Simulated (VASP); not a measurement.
Input of a VASP 6.6.1 run:

The input INCAR:

```
ALGO = Normal
EDIFF = 1E-7
ENCUT = 520
GGA = PE
ISIF = 2
ISMEAR = 0
ISPIN = 2
LASPH = T
LCHARG = T
LELF = T
LMAXMIX = 6
LORBIT = 11
LREAL = F
LVHAR = T
LWAVE = F
MAGMOM = 0 0 1 0 0
NBANDS = 34
NELM = 150
PREC = Accurate
SIGMA = 0.1
```

Contents of KPOINTS:

```
k-points
0
Gamma
  4 4 4
```

File POSCAR:

```
La2TaO2
1.0
    4.5036883843      0.0000000000      0.0000000000
    0.0000000000      4.5036883843      0.0000000000
    0.0000000000      0.0000000000      7.0341427303
La Ta O
2 1 2
Direct
    0.5000000000      0.5000000000      0.0000000000
    0.5000000000      0.5000000000      0.5000000000
    0.0000000000      0.0000000000      0.0000000000
    0.0000000000      0.5000000000      0.0000000000
    0.5000000000      0.0000000000      0.0000000000
```

Potentials or basis: VASP PAW PBE potentials, release 64 (La, Ta_pv, O).

Run with:

```sh
$ cat potpaw_PBE.64/La/POTCAR potpaw_PBE.64/Ta_pv/POTCAR potpaw_PBE.64/O/POTCAR > POTCAR
$ mpirun -np 1 vasp_std > vasp.out
```

Question: Predict the pressure.

Answer: 0.0 GPa.

Question: Predict the net moment.

Answer: -0.02 μB per cell.

Question: What does it give for the site moments?

Answer: La +0.03, +0.00; Ta -0.01; O -0.00 μB.
